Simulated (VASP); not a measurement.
# IrO2 (P4_2/mnm) in VASP: further runs

The runs below take IrO2 through single point, with PBEsol.

The COD entry that gives the cell may itself be a prediction, so a difference from it is no test against experiment.

All numbers are computed with VASP 6.6.1; they aren't measurements. Logs are shortened: lines on timing, memory, paths and dates and some standing lists are left out, and cuts for length are marked.

### 1 The cell of the first run

It takes space group P4_2/mnm (No. 136, tetragonal). Conventional cell: a = 4.505 Å, b = 4.505 Å, c = 3.159 Å, α = 90.00°, β = 90.00°, γ = 90.00°. Ir (site symmetry mmm) has 6 O at 1.96 to 2.00 Å within 2.6 Å. O (site symmetry m2m) has 3 Ir at 1.96 to 2.00 Å and 1 O at 2.45 Å within 2.6 Å.

### 2 Single point, PBEsol

Input file INCAR:

```
SYSTEM = IrO2
PREC = Accurate
ENCUT = 600
EDIFF = 1E-6
ISMEAR = 1
SIGMA = 0.1
LREAL = .FALSE.
LASPH = .TRUE.
NELM = 120
ALGO = Normal
ISIF = 2
LWAVE = .FALSE.
LCHARG = .TRUE.
GGA = PS
LELF = .TRUE.
LVHAR = .TRUE.
NBANDS = 30
GGA_COMPAT = .FALSE.
```

Input file KPOINTS:

```
regular mesh
0
G
  4 4 6
  0 0 0
```

Input file POSCAR:

```
IrO2
1.0
    4.5051000000      0.0000000000      0.0000000000
    0.0000000000      4.5051000000      0.0000000000
    0.0000000000      0.0000000000      3.1586000000
Ir O
2 4
Direct
    0.0000000000      0.0000000000      0.0000000000
    0.5000000000      0.5000000000      0.5000000000
    0.3077000000      0.3077000000      0.0000000000
    0.1923000000      0.8077000000      0.5000000000
    0.6923000000      0.6923000000      0.0000000000
    0.8077000000      0.1923000000      0.5000000000
```

Potentials or basis: VASP PAW PBE potentials, release 64 (Ir, O).

The run is started by

```
$ cat potpaw_PBE.64/Ir/POTCAR potpaw_PBE.64/O/POTCAR > POTCAR
$ mpirun -np 1 vasp_std > vasp.out
```

OUTCAR:

```text
SYSTEM = IrO2
   PREC = Accurate
   ENCUT = 600
   EDIFF = 1E-6
   ISMEAR = 1
   LREAL = .FALSE.
   LASPH = .TRUE.
   NELM = 120
   ISIF = 2
   GGA = PS

 ion  position               nearest neighbor table
   1  0.000  0.000  0.000-   3 1.96   5 1.96   4 2.00   6 2.00   4 2.00   6 2.00
   2  0.500  0.500  0.500-   4 1.96   6 1.96   5 2.00   3 2.00   3 2.00   5 2.00
   3  0.308  0.308  0.000-   1 1.96   2 2.00   2 2.00
   4  0.192  0.808  0.500-   2 1.96   1 2.00   1 2.00
   5  0.692  0.692  0.000-   1 1.96   2 2.00   2 2.00
   6  0.808  0.192  0.500-   2 1.96   1 2.00   1 2.00

  LATTYP: Found a simple tetragonal cell.
 ALAT       =     4.5051000000
 C/A-ratio  =     0.7011165124

  Lattice vectors:

 A1 = (   4.5051000000,   0.0000000000,   0.0000000000)
 A2 = (   0.0000000000,   4.5051000000,   0.0000000000)
 A3 = (   0.0000000000,   0.0000000000,   3.1586000000)

Analysis of symmetry for initial positions (statically):
=====================================================================
 Subroutine PRICEL returns:
 Original cell was already a primitive cell.

 Routine SETGRP: Setting up the symmetry group for a
 simple tetragonal supercell.

 Subroutine GETGRP returns: Found 16 space group operations
 (whereof  8 operations were pure point group operations)
 out of a pool of 16 trial point group operations.

The static configuration has the point symmetry D_2h.
 The point group associated with its full space group is D_4h.

Analysis of symmetry for dynamics (positions and initial velocities):
=====================================================================
 Subroutine PRICEL returns:
 Original cell was already a primitive cell.

 Routine SETGRP: Setting up the symmetry group for a
 simple tetragonal supercell.

 Subroutine GETGRP returns: Found 16 space group operations
 (whereof  8 operations were pure point group operations)
 out of a pool of 16 trial point group operations.

The dynamic configuration has the point symmetry D_2h.
 The point group associated with its full space group is D_4h.

 Subroutine INISYM returns: Found 16 space group operations
 (whereof  8 operations are pure point group operations),
 and found     1 'primitive' translations

----------------------------------------------------------------------------------------

                                     Primitive cell

  volume of cell :      64.1067

[... 97 lines left out ...]
   EDIFFG = 0.1E-04   stopping-criterion for IOM
   NSW    =      0    number of steps for IOM
   IBRION =     -1    ionic relax: 0-MD 1-quasi-New 2-CG
   NFREE  =      0    steps in history (QN), initial steepest desc. (CG)
   ISIF   =      2    stress and relaxation
   ISYM   =      2    0-nonsym 1-usesym 2-fastsym
   POTIM  = 0.5000    time-step for ionic-motion
   TEBEG  =    0.0;   TEEND  =   0.0 temperature during run
   PSTRESS=    0.0 pullay stress
   NELECT =      42.0000    total number of electrons
   NUPDOWN=      -1.0000    fix difference up-down
   EMIN   =  10.00;   EMAX   =-10.00  energy-range for DOS
   EFERMI =   0.00;   METHOD = LEGACY
   ISMEAR =     1;   SIGMA  =   0.10  broadening in eV -4-tet -1-fermi 0-gaus
   EFERMI_NEDOS =   21; number of points for ismear=-14 and -15
   IALGO  =     38    algorithm
   IMIX   =      4    mixing-type and parameters
     AMIX     =   0.40;   BMIX     =  1.00
     AMIX_MAG =   1.60;   BMIX_MAG =  1.00
  volume/ion in A,a.u.               =      10.68        72.10
  Fermi-wavevector in a.u.,A,eV,Ry     =   1.421860  2.686925 27.506696  2.021685
  Thomas-Fermi vector in A             =   2.542625
   LORBIT       =      0    0 simple, 1 ext, 2 COOP (PROOUT), +10 PAW based schemes
   GGA     = PS    functional components
   LHFCALC =     F    Hartree Fock is set to
   AEXX    =    0.0000 exact exchange contribution
   IVDW    =     0    specifies the selected vdW correction
   LEPSILON=     F    determine dielectric tensor
   LRPA    =     F    only Hartree local field effects (RPA)
 non-spin polarized calculation
 Methfessel and Paxton  Order N= 1 SIGMA  =   0.10
  energy-cutoff  :      600.00
  volume of cell :       64.11
 maximum number of plane-waves:      2168
 NGX is ok and might be reduce to    36
   NGX = 17   NGY = 17   NGZ = 13

 number of electron      41.9999996 magnetization

 Free energy of the ion-electron system (eV)
  ---------------------------------------------------
  ext. energy  EPLUGINS =         0.00000000
  ---------------------------------------------------
  free energy    TOTEN  =       -45.55393244 eV

  energy without entropy =      -45.55060206  energy(sigma->0) =      -45.55282231

 E-fermi :   6.0210     XC(G=0): -12.2618

 val. band max:        5.9783818897   @ k =   0.5000   0.2500   0.3333
 cond. band min:       6.0525874661   @ k =   0.5000   0.2500   0.0000
 fundamental gap:      0.0742055763
 Fermi energy:         6.0210063175

 k-point     1 :       0.0000    0.0000    0.0000
  band No.  band energies     occupation
      1     -15.1332      2.00000
      2     -13.8979      2.00000
      3     -12.8219      2.00000
      4     -12.8219      2.00000
      5      -3.8765      2.00000
      6      -3.6216      2.00000
[... 781 lines left out ...]
     29      15.7386      0.00000
     30      15.7386      0.00000

------------------------ aborting loop because EDIFF is reached ----------------------------------------

  FORCE on cell =-STRESS in cart. coord.  units (eV):
  Direction    XX          YY          ZZ          XY          YZ          ZX
  --------------------------------------------------------------------------------------
  -------------------------------------------------------------------------------------
  Total       -0.9111031     -0.9111031     -0.6611425      0.0000000      0.0000000      0.0000000
  in kB      -22.7706062    -22.7706062    -16.5235045      0.0000000      0.0000000      0.0000000
  external PRESSURE =     -20.6882390 kB  Pullay stress =       0.0000000 kB

 VOLUME and BASIS-vectors are now :
 -----------------------------------------------------------------------------
  energy-cutoff  :      600.00
  volume of cell :       64.11
      direct lattice vectors                 reciprocal lattice vectors
     4.505100000  0.000000000  0.000000000     0.221970655  0.000000000  0.000000000
     0.000000000  4.505100000  0.000000000     0.000000000  0.221970655  0.000000000
     0.000000000  0.000000000  3.158600000     0.000000000  0.000000000  0.316595960

 POSITION                                       TOTAL-FORCE (eV/Angst)
 -----------------------------------------------------------------------------------
      0.00000      0.00000      0.00000         0.000000     -0.000000      0.000000
      2.25255      2.25255      1.57930         0.000000     -0.000000      0.000000
      1.38622      1.38622      0.00000         0.126958      0.126958     -0.000000
      0.86633      3.63877      1.57930        -0.126958      0.126958      0.000000
      3.11888      3.11888      0.00000        -0.126958     -0.126958      0.000000
      3.63877      0.86633      1.57930         0.126958     -0.126958      0.000000
 -----------------------------------------------------------------------------------
    total drift:                                0.000000     -0.000000     -0.000000

  FREE ENERGIE OF THE ION-ELECTRON SYSTEM (eV)
  ---------------------------------------------------
  free  energy   TOTEN  =       -45.5539324425 eV

  energy  without entropy=      -45.5506020555  energy(sigma->0) =      -45.55282231
```

Wall time 19 s (1 thread of Intel Xeon 6975P-C (Granite Rapids), shared host); peak memory 0.2 GiB.

What came out:

| Item | Value |
| --- | --- |
| Free energy | -45.5539 eV |
| Pressure | -2.1 GPa |
| Largest force | 0.180 eV/Å |
| Band gap on the k mesh | zero (band 21 reaches 6.59 eV, above the bottom of band 22 at 5.25 eV) |

Forces on the atoms (eV/Å):
```
Ir   0.000  0.000  0.000
Ir   0.000  0.000  0.000
O    0.127  0.127  0.000
O   -0.127  0.127  0.000
O   -0.127 -0.127  0.000
O    0.127 -0.127  0.000
```

Stress tensor (GPa, compression positive):
```
-2.28  0.00  0.00
 0.00 -2.28  0.00
 0.00  0.00 -1.65
```

Caveat: the PAW data sets were made with another functional, which shifts forces and pressure a little; spin-orbit coupling is left out, which moves the levels of the heavy elements.

### 3 Single point, PBEsol

Input file INCAR:

```
SYSTEM = IrO2
  PREC = Accurate
  ENCUT = 600
  EDIFF = 1E-6
  ISMEAR = 1
  SIGMA = 0.1
  LREAL = .FALSE.
  LASPH = .TRUE.
  NELM = 120
  ALGO = Normal
  ISIF = 2
  LWAVE = .FALSE.
  LCHARG = .TRUE.
  GGA = PS
  LELF = .TRUE.
  LVHAR = .TRUE.
  NBANDS = 30
  GGA_COMPAT = .FALSE.
```

Input file KPOINTS:

```
regular mesh
0
G
  5 5 7
  0 0 0
```

POSCAR is that of step 2.

Potentials or basis: VASP PAW PBE potentials, release 64 (Ir, O).

The run is started by

```
$ cat potpaw_PBE.64/Ir/POTCAR potpaw_PBE.64/O/POTCAR > POTCAR
$ mpirun -np 1 vasp_std > vasp.out
```

Wall time 21 s (1 thread of Intel Xeon 6975P-C (Granite Rapids), shared host); peak memory 0.2 GiB.

It converged, with:

| Quantity | Value |
| --- | --- |
| Free energy | -45.5419 eV |
| Pressure | -2.0 GPa |
| Largest force | 0.130 eV/Å |
| Band gap on the k mesh | zero (band 21 reaches 6.51 eV, above the bottom of band 22 at 5.80 eV) |

Forces in eV/Å, atoms in the order of the input:
```
Ir   0.000  0.000  0.000
Ir   0.000  0.000  0.000
O    0.092  0.092  0.000
O   -0.092  0.092  0.000
O   -0.092 -0.092  0.000
O    0.092 -0.092  0.000
```

Stress tensor (GPa, compression positive):
```
-2.07  0.00  0.00
 0.00 -2.07  0.00
 0.00  0.00 -1.85
```

Levels at points of the mesh, in eV from the Fermi level:
```csv
k point,band 18,band 19,band 20,band 21,band 22,band 23,band 24,band 25
"(0.00, 0.00, 0.00)",-2.47,-2.42,-2.31,-2.29,0.68,1.22,4.06,4.08
```

Caveat: the PAW data sets were made with another functional, which shifts forces and pressure a little; spin-orbit coupling is left out, which moves the levels of the heavy elements.

### 4 Single point, PBEsol

INCAR is that of step 3.

Input file KPOINTS:

```
regular mesh
0
G
  6 6 9
  0 0 0
```

POSCAR is that of step 3.

The run is started by

```
$ cat potpaw_PBE.64/Ir/POTCAR potpaw_PBE.64/O/POTCAR > POTCAR
$ mpirun -np 1 vasp_std > vasp.out
```

It took 40 s on 1 thread of Intel Xeon 6975P-C (Granite Rapids), shared host; peak memory 0.24 GiB.

The run converged. Its results:

```yaml
Free_energy: -45.5643 eV
Pressure: -2.1 GPa
Largest_force: 0.129 eV/Å
Band_gap_on_the_k_mesh: zero (band 21 reaches 6.55 eV, above the bottom of band 22 at 5.25 eV)
```

Forces on the atoms (eV/Å):
```
Ir   0.000  0.000  0.000
Ir   0.000  0.000  0.000
O    0.091  0.091  0.000
O   -0.091  0.091  0.000
O   -0.091 -0.091  0.000
O    0.091 -0.091  0.000
```

Stress tensor (GPa, compression positive):
```
-2.27  0.00  0.00
 0.00 -2.27  0.00
 0.00  0.00 -1.76
```

Levels at points of the mesh, in eV from the Fermi level:
| k point | band 19 | band 20 | band 21 | band 22 | band 23 | band 24 |
| --- | --- | --- | --- | --- | --- | --- |
| (0.00, 0.00, 0.00) | -2.36 | -2.27 | -2.24 | 0.73 | 1.27 | 4.10 |
| (0.50, 0.00, 0.00) | -1.27 | -1.27 | -0.28 | -0.28 | 3.51 | 3.51 |
| (0.50, 0.50, 0.00) | -2.39 | -2.39 | 0.23 | 0.23 | 2.48 | 2.48 |

Caveat: the PAW data sets were made with another functional, which shifts forces and pressure a little; spin-orbit coupling is left out, which moves the levels of the heavy elements.

### 5 Overview

```tsv
k mesh	gap on the mesh (eV)	pressure (GPa)	largest force (eV/Å)
4 × 4 × 6	none	-2.1	0.18
5 × 5 × 7	none	-2.0	0.13
6 × 6 × 9	none	-2.1	0.13
```

Alike in all rows: task single point; level PBEsol; potentials or basis VASP PAW PBE potentials, release 64 (Ir, O); no spin polarisation; cell as given; cutoff (eV) 600; smearing methfessel-paxton 0.1 eV.

Every run on the cell as given and a fine mesh finds a metal.

Caveats: the PAW data sets were made with another functional, which shifts forces and pressure a little; spin-orbit coupling is left out, which moves the levels of the heavy elements.

Total energies depend on the potentials used, so only differences within one code and one set of settings carry meaning.
